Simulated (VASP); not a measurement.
Si2W: single point with PBEsol

Crystal: Si2W.

```
Si W
1.0
    -1.63812    1.63812    3.94000
     1.63812   -1.63812    3.94000
     1.63812    1.63812   -3.94000
Si W
2 1
Cartesian
  0.0000 0.0000 2.6240
  0.0000 0.0000 5.2560
  0.0000 0.0000 0.0000
```

This cell differs from its parent crystal: equal xx and yy strain of +2 %.

```
Program                : VASP 6.6.1
Task                   : single point
Functional             : PBEsol
Potentials or basis    : VASP PAW PBE potentials, release 64 (Si, W_sv)
Cutoff                 : 520 eV
k mesh                 : 18 × 18 × 18
Occupations            : fermi-dirac, width 0.03 eV
Spin                   : no spin polarisation
Dipole correction      : no
Further INCAR settings : ALGO = Normal; EDIFF = 1e-06; NBANDS = 18
```

```
Pressure               : -10.9 GPa
Largest force          : 0.336 eV/Å
Band gap on the k mesh : zero (bands 11 and 12 overlap by 1.21 eV)
```

Forces in eV/Å, atoms in the order of the input:
```
Si   0.000  0.000  0.336
Si   0.000  0.000 -0.336
W    0.000  0.000  0.000
```

Stress tensor (GPa, compression positive):
```
-12.20   0.00   0.00
  0.00 -12.20   0.00
  0.00   0.00  -8.31
```

Levels at points of the mesh, in eV from the Fermi level:
```
           k point  band 9  band 10  band 11  band 12  band 13  band 14
(0.00, 0.00, 0.00)   -2.79    -2.79     0.56     2.37     2.99     2.99
(0.50, 0.00, 0.00)   -2.65    -2.61    -0.42     2.46     2.61     4.02
(0.50, 0.50, 0.00)   -4.89    -2.96    -1.66     2.71     2.71     2.88
(0.50, 0.50, 0.50)   -0.93    -0.93    -0.44    -0.44     0.74     4.51
```

It took 5.9 min on 1 thread of Intel(R) Xeon(R) Platinum 8559C (Emerald Rapids) (shared host), peak memory 0.46 GiB.

Caveat: the cell differs from its parent crystal (equal xx and yy strain of +2 %); the cell stands under tension; the PAW data sets were made with another functional, which shifts forces and pressure a little; spin-orbit coupling is left out, which moves the levels of the heavy elements.
